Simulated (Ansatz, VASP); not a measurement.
Two plane-wave programs on NaCl

```
CELL_PARAMETERS angstrom
2.01269 1.16203 3.29283
-2.01269 1.16203 3.29283
0.00000 -2.32406 3.29283
ATOMIC_POSITIONS crystal
Na 0.00000 0.00000 0.00000
Cl 0.50000 0.50000 0.50000
```

Alike in both runs: functional PBE; k mesh 6 × 6 × 6; occupations gaussian, width 0.02 eV; no spin polarisation.

Ansatz relaxed the structure, and its values are those at the end. VASP's run is a single point on that final structure, the one shown.

```csv
,VASP,Ansatz
version,VASP 6.6.1,Ansatz 0.2.0
potentials or method,"VASP PAW PBE potentials, release 64 (Na_pv, Cl), cutoff 520 eV","scalar-relativistic, plane waves, PAW"
valence electrons in the cell,14,16
```

```tsv
	VASP	Ansatz	Ansatz less VASP
gap on the k mesh at the Fermi level (eV)	4.99	4.99	0.000
least direct gap on the mesh (eV)	4.99	4.99	0.000
pressure (GPa)	0.0	0.0	+0.03
```

The functional is the same, so the differences come from potentials, cutoffs and numerics. VASP's potentials hold 14 valence electrons a cell and Ansatz's 16, so a difference there can come from the potentials and not from the codes.
